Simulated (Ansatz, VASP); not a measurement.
# Al2O3 in VASP and in Ansatz

INCAR

```
SYSTEM = Al2O3
PREC = Accurate
ENCUT = 520
EDIFF = 1E-6
ISMEAR = 0
SIGMA = 0.02
LREAL = Auto
LASPH = .TRUE.
NELM = 100
ALGO = Normal
ISIF = 2
LWAVE = .FALSE.
LCHARG = .FALSE.
GGA = PE
NBANDS = 64
```

Contents of KPOINTS:

```
regular mesh
0
G
  3 3 3
  0 0 0
```

POSCAR

```
Al2O3
1.0
   -4.8085976108      0.0000000000      0.0000000000
   -2.4042988054     -4.1643676875      0.0000000000
   -2.4042988054     -1.3881225625      8.7498234898
Al O
8 12
Direct
    0.4260625533      0.4260625533      0.7218123402
    0.9260625533      0.9260625533      0.2218123402
    0.3239374467      0.3239374467      0.0281876598
    0.8239374467      0.8239374467      0.5281876598
    0.1760625533      0.1760625533      0.4718123402
    0.6760625533      0.6760625533      0.9718123402
    0.0739374467      0.0739374467      0.7781876598
    0.5739374467      0.5739374467      0.2781876598
    0.1811628042      0.8750000000      0.3750000000
    0.6811628042      0.3750000000      0.8750000000
    0.6250000000      0.9311628042      0.1250000000
    0.1250000000      0.4311628042      0.6250000000
    0.8750000000      0.5688371958      0.3750000000
    0.3750000000      0.0688371958      0.8750000000
    0.5688371958      0.1811628042      0.3750000000
    0.0688371958      0.6811628042      0.8750000000
    0.9311628042      0.3188371958      0.1250000000
    0.4311628042      0.8188371958      0.6250000000
    0.3188371958      0.6250000000      0.1250000000
    0.8188371958      0.1250000000      0.6250000000
```

Input for Ansatz:

```yaml
crystal:
  lattice:
    - [-4.8085976108, 0.0, 0.0]
    - [-2.4042988054, -4.1643676875, 0.0]
    - [-2.4042988054, -1.3881225625, 8.7498234898]
  atoms:
    - { symbol: Al, position: [0.4260625533, 0.4260625533, 0.7218123402] }
    - { symbol: Al, position: [0.9260625533, 0.9260625533, 0.2218123402] }
    - { symbol: Al, position: [0.3239374467, 0.3239374467, 0.0281876598] }
    - { symbol: Al, position: [0.8239374467, 0.8239374467, 0.5281876598] }
    - { symbol: Al, position: [0.1760625533, 0.1760625533, 0.4718123402] }
    - { symbol: Al, position: [0.6760625533, 0.6760625533, 0.9718123402] }
    - { symbol: Al, position: [0.0739374467, 0.0739374467, 0.7781876598] }
    - { symbol: Al, position: [0.5739374467, 0.5739374467, 0.2781876598] }
    - { symbol: O, position: [0.1811628042, 0.875, 0.375] }
    - { symbol: O, position: [0.6811628042, 0.375, 0.875] }
    - { symbol: O, position: [0.625, 0.9311628042, 0.125] }
    - { symbol: O, position: [0.125, 0.4311628042, 0.625] }
    - { symbol: O, position: [0.875, 0.5688371958, 0.375] }
    - { symbol: O, position: [0.375, 0.0688371958, 0.875] }
    - { symbol: O, position: [0.5688371958, 0.1811628042, 0.375] }
    - { symbol: O, position: [0.0688371958, 0.6811628042, 0.875] }
    - { symbol: O, position: [0.9311628042, 0.3188371958, 0.125] }
    - { symbol: O, position: [0.4311628042, 0.8188371958, 0.625] }
    - { symbol: O, position: [0.3188371958, 0.625, 0.125] }
    - { symbol: O, position: [0.8188371958, 0.125, 0.625] }
basis:
  ecutwfc: 420
  xc_grid: 2
kpoints:
  mp_grid: { grid: [3, 3, 3], shift: [0.0, 0.0, 0.0] }
hamiltonian:
  xc: pbe
scf:
  occupations: { method: gaussian, width: 0.02 }
output:
  forces: true
  stress: true
  eigenvalues: true
```

Alike in both runs: task single point; functional PBE; k mesh 3 × 3 × 3; occupations gaussian, width 0.02 eV; no spin polarisation.

|  | VASP | Ansatz |
| --- | --- | --- |
| version | VASP 6.6.1 | Ansatz 0.2.0 |
| potentials or method | VASP PAW PBE potentials, release 64 (Al, O), cutoff 520 eV | scalar-relativistic, plane waves, PAW |
| valence electrons in the cell | 96 | 96 |

Ansatz gave:

* gap on the k mesh at the Fermi level (eV): 5.85
* least direct gap on the mesh (eV): 5.85
* pressure (GPa): 0.0
* traceless stress, the component that is largest in VASP (GPa): -0.02
* rms of the force components (eV/Å): 0.002

Which values does VASP return?

gap on the k mesh at the Fermi level (eV): 5.85; least direct gap on the mesh (eV): 5.85; pressure (GPa): -0.2; traceless stress, the component that is largest in VASP (GPa): -0.06; rms of the force components (eV/Å): 0.003.

Atom by atom the forces differ by 0.002 eV/Å (rms over components).

The k mesh is coarse, so the values compare programs but aren't converged.
